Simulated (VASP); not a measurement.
# Li: single point with BLYP

Crystal: Li.

```
CELL_PARAMETERS angstrom
3.12966 0.00000 0.00000
-1.56483 2.71036 0.00000
0.00000 0.00000 5.10475
ATOMIC_POSITIONS crystal
Li 0.33333 0.66667 0.25000
Li 0.66667 0.33333 0.75000
```

This isn't the form of Li at room conditions, which is bcc.

```
Program                : VASP 6.6.1
Task                   : single point
Functional             : BLYP
Potentials or basis    : VASP PAW PBE potentials, release 64 (Li_sv)
Cutoff                 : 520 eV
k mesh                 : 13 × 13 × 7
Occupations            : fermi-dirac, width 0.1 eV
Spin                   : no spin polarisation
Dipole correction      : no
Further INCAR settings : ALGO = Normal; EDIFF = 1e-07; NBANDS = 10
```

```yaml
Band_gap_on_the_k_mesh: zero (bands 3 and 4 overlap by 3.60 eV)
```

Levels at points of the mesh, in eV from the Fermi level:
```csv
k point,band 1,band 2,band 3,band 4,band 5,band 6,band 7
"(0.00, 0.00, 0.00)",-47.33,-47.32,-3.44,0.02,2.73,11.67,11.67
```

Run time: 44 s on 1 thread of Intel(R) Xeon(R) Platinum 8488C (Sapphire Rapids) (shared host), peak memory 0.16 GiB.
